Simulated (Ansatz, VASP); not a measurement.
## One calculation of Cs, two programs

```
CELL_PARAMETERS angstrom
0.00000 5.30271 5.30271
5.30271 0.00000 5.30271
5.30271 5.30271 0.00000
ATOMIC_POSITIONS crystal
Cs 0.12500 0.12500 0.12500
Cs 0.87500 0.87500 0.87500
```

Alike in both runs: task relaxation of cell and atoms; functional PBE; k mesh 5 × 5 × 5; occupations fermi-dirac, width 0.1 eV; no spin polarisation.

|  | VASP | Ansatz |
| --- | --- | --- |
| version | VASP 6.6.1 | Ansatz 0.2.0 |
| potentials or method | VASP PAW PBE potentials, release 64 (Cs_sv), cutoff 500 eV | plane waves (420 eV) with PAW, scalar-relativistic |
| valence electrons in the cell | 18 | 18 |

|  | VASP | Ansatz | Ansatz less VASP |
| --- | --- | --- | --- |
| relaxed volume (Å³/atom) | 187.17 | 185.18 | -1.987 |
| relaxed length of the cell vector where the two differ most in proportion (Å) | 8.090 | 8.061 | -0.0287 |

Neither program's run includes spin-orbit coupling. Noted on VASP's run: the volume moved by over 15 % at a fixed basis, so the end points are rough.
